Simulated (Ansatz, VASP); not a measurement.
## Two plane-wave programs on MgTeF6

```
Mg Te F
1.0
     4.53508    0.00000    0.00000
     0.00000    4.53508    0.00000
     0.00000    0.00000    4.53508
Mg Te F
1 1 6
Direct
  0.00000 0.00000 0.00000
  0.50000 0.50000 0.50000
  0.50000 0.00000 0.00000
  0.00000 0.50000 0.00000
  0.00000 0.00000 0.50000
  0.00000 0.50000 0.50000
  0.50000 0.00000 0.50000
  0.50000 0.50000 0.00000
```

Alike in both runs: functional PBE; k mesh 4 × 4 × 4; occupations gaussian, width 0.1 eV; no spin polarisation.

Ansatz relaxed the structure, and its values are those at the end. VASP's run is a single point on that final structure, the one shown.

|  | VASP | Ansatz |
| --- | --- | --- |
| version | VASP 6.6.1 | Ansatz 0.2.0 |
| potentials or method | VASP PAW PBE potentials, release 64 (Mg, Te, F), cutoff 520 eV | scalar-relativistic, plane waves, PAW |
| valence electrons in the cell | 50 | 68 |

|  | VASP | Ansatz | Ansatz less VASP |
| --- | --- | --- | --- |
| gap on the k mesh at the Fermi level (eV) | 0.33 | 0.36 | +0.033 |
| least direct gap on the mesh (eV) | 0.58 | 0.61 | +0.033 |
| pressure (GPa) | -0.9 | -0.1 | +0.78 |

VASP's potentials hold 50 valence electrons a cell and Ansatz's 68, so a difference there can come from the potentials and not from the codes.

Neither program's run includes spin-orbit coupling.
